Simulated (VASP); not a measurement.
## H2CNO: single point with PBE+D3(BJ)

The system is H2CNO.

```
CELL_PARAMETERS angstrom
3.51142 0.00000 -0.01168
0.00000 6.20902 0.00000
-3.42682 0.00000 8.29681
ATOMIC_POSITIONS crystal
H 0.70758 0.82976 0.90085
H 0.29242 0.32976 0.59915
H 0.29242 0.17024 0.09915
H 0.70758 0.67024 0.40085
H 0.98247 0.61627 0.12821
H 0.01753 0.11627 0.37179
H 0.01753 0.38373 0.87179
H 0.98247 0.88373 0.62821
C 0.11075 0.78019 0.13896
C 0.88925 0.28019 0.36104
C 0.88925 0.21981 0.86104
C 0.11075 0.71981 0.63896
N 0.93717 0.89589 0.00387
N 0.06283 0.39589 0.49613
N 0.06283 0.10411 0.99613
N 0.93717 0.60411 0.50387
O 0.38757 0.84954 0.26435
O 0.61243 0.34954 0.23565
O 0.61243 0.15046 0.73565
O 0.38757 0.65046 0.76435
```

* Program: VASP 6.6.1
* Task: single point
* Functional: PBE
* Dispersion: D3(BJ)
* Potentials or basis: VASP PAW PBE potentials, release 64 (H, C, N, O)
* Cutoff: 520 eV
* k mesh: 6 × 4 × 4
* Occupations: gaussian, width 0.1 eV
* Spin: no spin polarisation
* Dipole correction: no
* Further INCAR settings: LREAL = Auto; ALGO = Fast; EDIFF = 1e-07; NBANDS = 50

```json
{"Pressure": "0.4 GPa", "Largest force": "0.378 eV/Å", "Band gap on the k mesh": "3.52 eV", "Dispersion energy per atom": "-0.072 eV"}
```

Forces on the atoms (eV/Å):
```
H   -0.004 -0.023  0.007
H    0.004 -0.023 -0.007
H    0.004  0.023 -0.007
H   -0.004  0.023  0.007
H    0.005  0.019 -0.010
H   -0.005  0.019  0.010
H   -0.005 -0.019  0.010
H    0.005 -0.019 -0.010
C   -0.169 -0.152 -0.282
C    0.169 -0.152  0.282
C    0.169  0.152  0.282
C   -0.169  0.152 -0.282
N   -0.007  0.010 -0.007
N    0.007  0.010  0.007
N    0.007 -0.010  0.007
N   -0.007 -0.010 -0.007
O    0.166  0.109  0.321
O   -0.166  0.109 -0.321
O   -0.166 -0.109 -0.321
O    0.166 -0.109  0.321
```

Stress tensor (GPa, compression positive):
```
 0.19  0.00  0.50
 0.00 -0.02  0.00
 0.50  0.00  0.89
```

Levels at points of the mesh, in eV from the valence-band top:
| k point | band 32 | band 33 | band 34 | band 35 | band 36 | band 37 |
| --- | --- | --- | --- | --- | --- | --- |
| (0.00, 0.00, 0.00) | -0.96 | -0.44 | -0.24 | 3.85 | 4.24 | 4.84 |
| (0.50, 0.00, 0.00) | -0.73 | -0.56 | 0.00 | 3.52 | 4.25 | 5.17 |
| (0.00, 0.50, 0.00) | -0.85 | -0.31 | -0.31 | 3.88 | 3.88 | 5.23 |
| (0.50, 0.50, 0.00) | -0.94 | -0.27 | -0.27 | 3.95 | 3.95 | 5.32 |
| (0.00, 0.00, 0.50) | -1.00 | -0.36 | -0.36 | 4.03 | 4.03 | 5.12 |
| (0.50, 0.00, 0.50) | -0.91 | -0.29 | -0.29 | 3.88 | 3.88 | 5.33 |
| (0.00, 0.50, 0.50) | -1.14 | -0.28 | -0.28 | 3.88 | 3.88 | 5.23 |
| (0.50, 0.50, 0.50) | -1.17 | -0.29 | -0.29 | 3.95 | 3.95 | 5.29 |

Run time: 5.3 min on 1 thread of Intel(R) Xeon(R) 6975P-C (Granite Rapids), on a shared host, peak memory 0.45 GiB.

A k mesh can miss the band edges. Expect the measured gap to be larger: semilocal functionals such as PBE lack the derivative discontinuity.
